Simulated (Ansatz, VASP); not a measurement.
## Two plane-wave programs on Lu3F2

```
CELL_PARAMETERS angstrom
5.85186 0.00000 0.00000
-2.92593 5.06786 0.00000
0.00000 0.00000 4.59702
ATOMIC_POSITIONS crystal
Lu 0.50000 0.00000 0.50000
Lu 0.00000 0.50000 0.50000
Lu 0.50000 0.50000 0.50000
F 0.00000 0.00000 0.74340
F 0.00000 0.00000 0.25660
```

Alike in both runs: functional PBE; k mesh 6 × 6 × 4; occupations gaussian, width 0.1 eV; no spin polarisation.

Ansatz relaxed the structure, and its values are those at the end. VASP's run is a single point on that final structure, the one shown.

```csv
,VASP,Ansatz
version,VASP 6.6.1,Ansatz 0.2.0
potentials or method,"VASP PAW PBE potentials, release 64 (Lu, F), cutoff 520 eV","scalar-relativistic, plane waves, PAW"
valence electrons in the cell,89,89
```

```tsv
	VASP	Ansatz	Ansatz less VASP
gap on the k mesh at the Fermi level (eV)	none	none	-
pressure (GPa)	0.1	0.1	-0.01
rms of the force components (eV/Å)	0.007	0.006	-0.0008
```

A gap of «none» marks a metal or a gap that the smearing closes.

Spin-orbit coupling is off throughout.
